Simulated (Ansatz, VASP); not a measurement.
Two plane-wave programs on ZrNb2N3

```
Zr Nb N
1.0
     5.48473    0.00000    0.00000
    -2.74236    4.74991    0.00000
     0.00000    0.00000    2.88450
Zr Nb N
1 2 3
Direct
  0.00000 0.00000 0.00000
  0.66667 0.33333 0.00000
  0.33333 0.66667 0.00000
  0.50000 0.50000 0.50000
  0.50000 0.00000 0.50000
  0.00000 0.50000 0.50000
```

Change from the starting cell: species swapped into the YSi2Ru3 type (P6/mmm, No. 191).

Alike in both runs: functional PBE; k mesh 3 × 3 × 4; occupations gaussian, width 0.15 eV; no spin polarisation.

Ansatz relaxed the structure, and its values are those at the end. VASP's run is a single point on that final structure, the one shown.

|  | VASP | Ansatz |
| --- | --- | --- |
| version | VASP 6.6.1 | Ansatz 0.2.0 |
| potentials or method | VASP PAW PBE potentials, release 64 (Zr_sv, Nb_sv, N), cutoff 600 eV | scalar-relativistic, plane waves, PAW |
| valence electrons in the cell | 53 | 53 |

```tsv
	VASP	Ansatz	Ansatz less VASP
gap on the k mesh at the Fermi level (eV)	none	none	-
pressure (GPa)	-0.4	0.0	+0.45
```

A gap of «none» marks a metal or a gap that the smearing closes. The functional is the same, so the differences come from potentials, cutoffs and numerics.

The k mesh is coarse, so the values compare programs but aren't converged.
